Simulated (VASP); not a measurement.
Runs of VASP 6.6.1 on LaHg2. The structure is that of space group P6/mmm (No. 191), or close to it. The cells are those of the table. 

| cell | gap on the mesh (eV) | pressure (GPa) |
| --- | --- | --- |
| a = 4.925, b = 4.925, c = 3.616 Å, angles 90.0, 90.0, 120.0°, 3 atoms | none | -3.4 |
| a = 4.958, b = 4.958, c = 3.640 Å, angles 90.0, 90.0, 120.0°, 3 atoms | none | (a) |
| a = 4.857, b = 4.857, c = 3.566 Å, angles 90.0, 90.0, 120.0°, 3 atoms | none | (b) |
| a = 5.055, b = 5.055, c = 3.711 Å, angles 90.0, 90.0, 120.0°, 3 atoms | none | -7.6 |
| a = 4.891, b = 4.891, c = 3.591 Å, angles 90.0, 90.0, 120.0°, 3 atoms | none | -1.9 |

Alike in all rows: task electric field gradients; level LDA; potentials or basis VASP PAW LDA potentials, release 64 (La, Hg_sv_GW); no spin polarisation; k mesh 8 × 8 × 9; cutoff (eV) 410; smearing fermi-dirac 0.08 eV.

Question: Fill in the values left out.

Answer: (a) -4.7; (b) -0.3.

Caveats: spin-orbit coupling is left out, which moves the levels of the heavy elements; the cell stands under tension (at least some runs).

A k mesh can miss the band edges, and the runs leave out spin-orbit coupling on Hg, La.

A gap of «none» marks levels without a gap at the run's occupations.
